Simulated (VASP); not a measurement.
# K3Cd2Os (P4mm) in VASP: further runs

Runs on K3Cd2Os. Level: PBE. Tasks: single point, relaxation of cell and atoms.

Program: VASP 6.6.1. These are calculated values, not measurements. Logs are shortened: lines on timing, memory, paths and dates and some standing lists are left out, and cuts for length are marked.

### Step 1. The cell of the first run

The structure is tetragonal, space group P4mm (No. 99). Conventional cell: a = 5.032 Å, b = 5.032 Å, c = 11.281 Å, α = 90.00°, β = 90.00°, γ = 90.00°. K (site symmetry 4mm) has 1 Os at 3.38 Å and 4 Cd at 3.58 Å and 1 K at 4.42 Å within 4.5 Å. Within 4.6 Å of K (site symmetry 4mm) lie 1 Os at 3.48 Å and 5 K at 4.08 to 4.42 Å. Within 4.5 Å of K (site symmetry 4mm) lie 4 Cd at 3.42 Å and 4 Os at 3.86 Å and 4 K at 4.08 Å. Cd (site symmetry 2mm) has 2 Os at 2.65 Å and 4 K at 3.42 to 3.58 Å and 4 Cd at 3.56 Å within 3.6 Å. Os (site symmetry 4mm) has 4 Cd at 2.65 Å and 2 K at 3.38 to 3.48 Å within 3.5 Å.

The cell was generated, and may not be a known phase.

### Step 2. Single point, PBE

The input, INCAR:

```
PREC = Accurate ; ENCUT = 520
EDIFF = 1E-6 ; ISMEAR = 0
SIGMA = 0.1 ; LREAL = False
LASPH = True ; NELM = 100
ALGO = Fast ; ISIF = 2
LWAVE = False ; LCHARG = False
GGA = PE ; NBANDS = 38
```

The input, KPOINTS:

```
regular mesh
0
Gamma
  4 4 2
```

The input, POSCAR:

```
K3Cd2Os
1.0
    5.0324805373      0.0000000000      0.0000000000
    0.0000000000      5.0324805373      0.0000000000
    0.0000000000      0.0000000000     11.2810100117
K Cd Os
3 2 1
Direct
    0.5000000000      0.5000000000      0.6929860265
    0.5000000000      0.5000000000      0.3013371752
    0.0000000000      0.0000000000      0.1248825853
    0.0000000000      0.5000000000      0.9189914464
    0.5000000000      0.0000000000      0.9189914464
    0.5000000000      0.5000000000     -0.0072501398
```

Potentials or basis: VASP PAW PBE potentials, release 64 (K_sv, Cd, Os).

On the command line:

```console
$ cat potpaw_PBE.64/K_sv/POTCAR potpaw_PBE.64/Cd/POTCAR potpaw_PBE.64/Os/POTCAR > POTCAR
$ mpirun -np 1 vasp_std > vasp.out
```

OUTCAR:

```text
PREC = Accurate
   ENCUT = 520
   EDIFF = 1E-6
   ISMEAR = 0
   LREAL = False
   LASPH = True
   NELM = 100
   ISIF = 2
   GGA = PE

 ion  position               nearest neighbor table
   1  0.500  0.500  0.693-   6 3.38   5 3.58   4 3.58   5 3.58   4 3.58
   2  0.500  0.500  0.301-   6 3.48
   3  0.000  0.000  0.125-   4 3.42   5 3.42   4 3.42   5 3.42
   4  0.000  0.500  0.919-   6 2.65   6 2.65   3 3.42   3 3.42   5 3.56   5 3.56   5 3.56   5 3.56
                             1 3.58   1 3.58
   5  0.500  0.000  0.919-   6 2.65   6 2.65   3 3.42   3 3.42   4 3.56   4 3.56   4 3.56   4 3.56
                             1 3.58   1 3.58
   6  0.500  0.500  0.993-   4 2.65   5 2.65   5 2.65   4 2.65   1 3.38   2 3.48

  LATTYP: Found a simple tetragonal cell.
 ALAT       =     5.0324805373
 C/A-ratio  =     2.2416400676

  Lattice vectors:

 A1 = (   5.0324805373,   0.0000000000,   0.0000000000)
 A2 = (   0.0000000000,   5.0324805373,   0.0000000000)
 A3 = (   0.0000000000,   0.0000000000,  11.2810100117)

Analysis of symmetry for initial positions (statically):
=====================================================================
 Subroutine PRICEL returns:
 Original cell was already a primitive cell.

 Routine SETGRP: Setting up the symmetry group for a
 simple tetragonal supercell.

 Subroutine GETGRP returns: Found  8 space group operations
 (whereof  8 operations were pure point group operations)
 out of a pool of 16 trial point group operations.

The static configuration has the point symmetry C_4v.

Analysis of symmetry for dynamics (positions and initial velocities):
=====================================================================
 Subroutine PRICEL returns:
 Original cell was already a primitive cell.

 Routine SETGRP: Setting up the symmetry group for a
 simple tetragonal supercell.

 Subroutine GETGRP returns: Found  8 space group operations
 (whereof  8 operations were pure point group operations)
 out of a pool of 16 trial point group operations.

The dynamic configuration has the point symmetry C_4v.

 Subroutine INISYM returns: Found  8 space group operations
 (whereof  8 operations are pure point group operations),
 and found     1 'primitive' translations

----------------------------------------------------------------------------------------

                                     Primitive cell

  volume of cell :     285.7013

  direct lattice vectors                    reciprocal lattice vectors
     5.032480537  0.000000000  0.000000000     0.198709164  0.000000000  0.000000000
     0.000000000  5.032480537  0.000000000     0.000000000  0.198709164  0.000000000
     0.000000000  0.000000000 11.281010012     0.000000000  0.000000000  0.088644545

  length of vectors
     5.032480537  5.032480537 11.281010012     0.198709164  0.198709164  0.088644545

  position of ions in fractional coordinates (direct lattice)
     0.500000000  0.500000000  0.692986027
     0.500000000  0.500000000  0.301337175
     0.000000000  0.000000000  0.124882585
     0.000000000  0.500000000  0.918991446
     0.500000000  0.000000000  0.918991446
     0.500000000  0.500000000  0.992749860

  ion indices of the primitive-cell ions
   primitive index   ion index
                 1           1
                 2           2
                 3           3
                 4           4
                 5           5
                 6           6

----------------------------------------------------------------------------------------

 KPOINTS: regular mesh

Automatic generation of k-mesh.
 Grid dimensions read from file:
 generate k-points for:    4    4    2

 Generating k-lattice:

  Cartesian coordinates                     Fractional coordinates (reciprocal lattice)
     0.049677291  0.000000000  0.000000000     0.250000000  0.000000000  0.000000000
     0.000000000  0.049677291  0.000000000     0.000000000  0.250000000  0.000000000
     0.000000000  0.000000000  0.044322273     0.000000000  0.000000000  0.500000000

  Length of vectors
     0.049677291  0.049677291  0.044322273

  Shift w.r.t. Gamma in fractional coordinates (k-lattice)
     0.000000000  0.000000000  0.000000000

 Subroutine IBZKPT returns following result:
 ===========================================

 Found     12 irreducible k-points:

 Following reciprocal coordinates:
            Coordinates               Weight
  0.000000  0.000000  0.000000      1.000000
  0.250000  0.000000  0.000000      4.000000
  0.500000  0.000000  0.000000      2.000000
  0.250000  0.250000  0.000000      4.000000
  0.500000  0.250000  0.000000      4.000000
  0.500000  0.500000  0.000000      1.000000
  0.000000  0.000000  0.500000      1.000000
  0.250000  0.000000  0.500000      4.000000
  0.500000  0.000000  0.500000      2.000000
  0.250000  0.250000  0.500000      4.000000
  0.500000  0.250000  0.500000      4.000000
  0.500000  0.500000  0.500000      1.000000
   k-points           NKPTS =     12   k-points in BZ     NKDIM =     12   number of bands    NBANDS=     38
   number of dos      NEDOS =    301   number of ions     NIONS =      6
   total plane-waves  NPLWV = 134400
   dimension x,y,z NGX =    40 NGY =   40 NGZ =   84
   dimension x,y,z NGXF=    80 NGYF=   80 NGZF=  168
   ions per type =               3   2   1
   NGX,Y,Z   is equivalent  to a cutoff of  13.21, 13.21, 12.38 a.u.
   NGXF,Y,Z  is equivalent  to a cutoff of  26.43, 26.43, 24.76 a.u.
 SYSTEM =  unknown system
   PREC   = accura    normal or accurate (medium, high low for compatibility)
   ISTART =      0    job   : 0-new  1-cont  2-samecut
   ICHARG =      2    charge: 1-file 2-atom 10-const
   ISPIN  =      1    spin polarized calculation?
   LNONCOLLINEAR =      F non collinear calculations
   LSORBIT =      F    spin-orbit coupling
   LASPH  =      T    aspherical Exc in radial PAW
   ENCUT  =  520.0 eV  38.22 Ry    6.18 a.u.   9.36  9.36 20.98*2*pi/ulx,y,z
   NELM   =    100;   NELMIN=  2; NELMDL= -5     # of ELM steps
   EDIFF  = 0.1E-05   stopping-criterion for ELM
   LREAL  =      F    real-space projection
   EDIFFG = 0.1E-04   stopping-criterion for IOM
   NSW    =      0    number of steps for IOM
   IBRION =     -1    ionic relax: 0-MD 1-quasi-New 2-CG
   NFREE  =      0    steps in history (QN), initial steepest desc. (CG)
   ISIF   =      2    stress and relaxation
   ISYM   =      2    0-nonsym 1-usesym 2-fastsym
   POTIM  = 0.5000    time-step for ionic-motion
   TEBEG  =    0.0;   TEEND  =   0.0 temperature during run
   PSTRESS=    0.0 pullay stress
   NELECT =      59.0000    total number of electrons
   NUPDOWN=      -1.0000    fix difference up-down
   EMIN   =  10.00;   EMAX   =-10.00  energy-range for DOS
   EFERMI =   0.00;   METHOD = LEGACY
   ISMEAR =     0;   SIGMA  =   0.10  broadening in eV -4-tet -1-fermi 0-gaus
   EFERMI_NEDOS =   21; number of points for ismear=-14 and -15
   IALGO  =     68    algorithm
   IMIX   =      4    mixing-type and parameters
     AMIX     =   0.40;   BMIX     =  1.00
     AMIX_MAG =   1.60;   BMIX_MAG =  1.00
  volume/ion in A,a.u.               =      47.62       321.33
  Fermi-wavevector in a.u.,A,eV,Ry     =   0.967657  1.828607 12.739952  0.936360
  Thomas-Fermi vector in A             =   2.097561
   LORBIT       =      0    0 simple, 1 ext, 2 COOP (PROOUT), +10 PAW based schemes
   GGA     = PE    functional components
   LHFCALC =     F    Hartree Fock is set to
   AEXX    =    0.0000 exact exchange contribution
   IVDW    =     0    specifies the selected vdW correction
   LEPSILON=     F    determine dielectric tensor
   LRPA    =     F    only Hartree local field effects (RPA)
 non-spin polarized calculation
 RMM-DIIS sequential band-by-band and
 Gauss-broadening in eV      SIGMA  =   0.10
  energy-cutoff  :      520.00
  volume of cell :      285.70
 maximum number of plane-waves:      7730
 NGX is ok and might be reduce to    40
   NGX = 19   NGY = 19   NGZ = 41

 number of electron      59.0000000 magnetization

 Free energy of the ion-electron system (eV)
  ---------------------------------------------------
  ext. energy  EPLUGINS =         0.00000000
  ---------------------------------------------------
  free energy    TOTEN  =       -12.82747463 eV

  energy without entropy =      -12.81167034  energy(sigma->0) =      -12.81957248

 E-fermi :   0.3342     XC(G=0):  -6.7424

 val. band max:        0.3022471776   @ k =   0.2500   0.2500   0.0000
 cond. band min:       0.3719653021   @ k =   0.2500   0.0000   0.5000
 fundamental gap:      0.0697181245
 Fermi energy:         0.3342263050

 k-point     1 :       0.0000    0.0000    0.0000
  band No.  band energies     occupation
      1     -31.6903      2.00000
      2     -31.3064      2.00000
      3     -30.8344      2.00000
      4     -15.2060      2.00000
      5     -15.2060      2.00000
      6     -15.1292      2.00000
[... 30 lines left out ...]
     37       4.4143      0.00000
     38       4.8888      0.00000

 k-point     2 :       0.2500    0.0000    0.0000
  band No.  band energies     occupation
      1     -31.6900      2.00000
      2     -31.3061      2.00000
      3     -30.8341      2.00000
      4     -15.2152      2.00000
      5     -15.2043      2.00000
      6     -15.1294      2.00000
[... 30 lines left out ...]
     37       3.5332      0.00000
     38       4.4696      0.00000

 k-point     3 :       0.5000    0.0000    0.0000
  band No.  band energies     occupation
      1     -31.6898      2.00000
      2     -31.3059      2.00000
      3     -30.8339      2.00000
      4     -15.2244      2.00000
      5     -15.2026      2.00000
      6     -15.1297      2.00000
[... 30 lines left out ...]
     37       3.5260      0.00000
     38       3.6012      0.00000

 k-point     4 :       0.2500    0.2500    0.0000
  band No.  band energies     occupation
      1     -31.6898      2.00000
      2     -31.3059      2.00000
      3     -30.8339      2.00000
      4     -15.2149      2.00000
      5     -15.2136      2.00000
      6     -15.1285      2.00000
[... 30 lines left out ...]
     37       3.0167      0.00000
     38       3.2318      0.00000

 k-point     5 :       0.5000    0.2500    0.0000
  band No.  band energies     occupation
      1     -31.6895      2.00000
      2     -31.3057      2.00000
      3     -30.8336      2.00000
      4     -15.2241      2.00000
      5     -15.2133      2.00000
      6     -15.1275      2.00000
[... 30 lines left out ...]
     37       3.2923      0.00000
     38       3.4393      0.00000

 k-point     6 :       0.5000    0.5000    0.0000
  band No.  band energies     occupation
      1     -31.6893      2.00000
      2     -31.3054      2.00000
      3     -30.8334      2.00000
      4     -15.2239      2.00000
      5     -15.2239      2.00000
      6     -15.1253      2.00000
[... 30 lines left out ...]
     37       2.5082      0.00000
     38       2.5082      0.00000

 k-point     7 :       0.0000    0.0000    0.5000
  band No.  band energies     occupation
      1     -31.6903      2.00000
      2     -31.3064      2.00000
      3     -30.8344      2.00000
      4     -15.2060      2.00000
      5     -15.2060      2.00000
      6     -15.1289      2.00000
[... 30 lines left out ...]
     37       4.6847      0.00000
     38       4.7527      0.00000

 k-point     8 :       0.2500    0.0000    0.5000
  band No.  band energies     occupation
      1     -31.6900      2.00000
      2     -31.3061      2.00000
      3     -30.8341      2.00000
      4     -15.2152      2.00000
      5     -15.2043      2.00000
      6     -15.1291      2.00000
[... 30 lines left out ...]
     37       3.5120      0.00000
     38       4.1143      0.00000

 k-point     9 :       0.5000    0.0000    0.5000
  band No.  band energies     occupation
      1     -31.6897      2.00000
      2     -31.3059      2.00000
      3     -30.8339      2.00000
      4     -15.2244      2.00000
      5     -15.2026      2.00000
      6     -15.1294      2.00000
[... 30 lines left out ...]
     37       3.6449      0.00000
     38       3.8168      0.00000

 k-point    10 :       0.2500    0.2500    0.5000
  band No.  band energies     occupation
      1     -31.6898      2.00000
      2     -31.3059      2.00000
      3     -30.8339      2.00000
      4     -15.2149      2.00000
      5     -15.2136      2.00000
      6     -15.1282      2.00000
[... 30 lines left out ...]
     37       3.1431      0.00000
     38       3.4453      0.00000

 k-point    11 :       0.5000    0.2500    0.5000
  band No.  band energies     occupation
      1     -31.6895      2.00000
      2     -31.3057      2.00000
      3     -30.8336      2.00000
      4     -15.2241      2.00000
      5     -15.2133      2.00000
      6     -15.1272      2.00000
[... 30 lines left out ...]
     37       2.6950      0.00000
     38       3.1641      0.00000

 k-point    12 :       0.5000    0.5000    0.5000
  band No.  band energies     occupation
      1     -31.6893      2.00000
      2     -31.3054      2.00000
      3     -30.8334      2.00000
      4     -15.2239      2.00000
      5     -15.2239      2.00000
      6     -15.1250      2.00000
[... 30 lines left out ...]
     37       2.7077      0.00000
     38       3.1283      0.00000

------------------------ aborting loop because EDIFF is reached ----------------------------------------

  FORCE on cell =-STRESS in cart. coord.  units (eV):
  Direction    XX          YY          ZZ          XY          YZ          ZX
  --------------------------------------------------------------------------------------
  -------------------------------------------------------------------------------------
  Total        0.2092752      0.2092752      0.2499529      0.0000000      0.0000000      0.0000000
  in kB        1.1735892      1.1735892      1.4017049      0.0000000      0.0000000      0.0000000
  external PRESSURE =       1.2496278 kB  Pullay stress =       0.0000000 kB

 VOLUME and BASIS-vectors are now :
 -----------------------------------------------------------------------------
  energy-cutoff  :      520.00
  volume of cell :      285.70
      direct lattice vectors                 reciprocal lattice vectors
     5.032480537  0.000000000  0.000000000     0.198709164  0.000000000  0.000000000
     0.000000000  5.032480537  0.000000000     0.000000000  0.198709164  0.000000000
     0.000000000  0.000000000 11.281010012     0.000000000  0.000000000  0.088644545

 POSITION                                       TOTAL-FORCE (eV/Angst)
 -----------------------------------------------------------------------------------
      2.51624      2.51624      7.81758         0.000000      0.000000      0.011286
      2.51624      2.51624      3.39939         0.000000      0.000000      0.002962
      0.00000      0.00000      1.40880        -0.000000      0.000000      0.014639
      0.00000      2.51624     10.36715         0.000000      0.000000     -0.053127
      2.51624      0.00000     10.36715         0.000000     -0.000000     -0.053127
      2.51624      2.51624     11.19922         0.000000     -0.000000      0.077366
 -----------------------------------------------------------------------------------
    total drift:                                0.000000      0.000000     -0.001509

  FREE ENERGIE OF THE ION-ELECTRON SYSTEM (eV)
  ---------------------------------------------------
  free  energy   TOTEN  =       -12.8274746260 eV

  energy  without entropy=      -12.8116703364  energy(sigma->0) =      -12.81957248
```

Wall time 2.7 min (1 thread of AMD EPYC 9R45 (Zen 5), shared host); peak memory 0.39 GiB.

What came out:

- Free energy: -12.8275 eV
- Pressure: 0.1 GPa
- Largest force: 0.077 eV/Å
- Band gap on the k mesh: zero (an odd number of electrons rules out a gap without spin polarisation)

Forces on the atoms (eV/Å):
```
K    0.000  0.000  0.011
K    0.000  0.000  0.003
K    0.000  0.000  0.015
Cd   0.000  0.000 -0.053
Cd   0.000  0.000 -0.053
Os   0.000  0.000  0.077
```

Caveat: spin-orbit coupling is left out, which moves the levels of the heavy elements.

[end of part 1 of 2]

The gap in the log of VASP goes by the Fermi energy; the results here count the filled bands.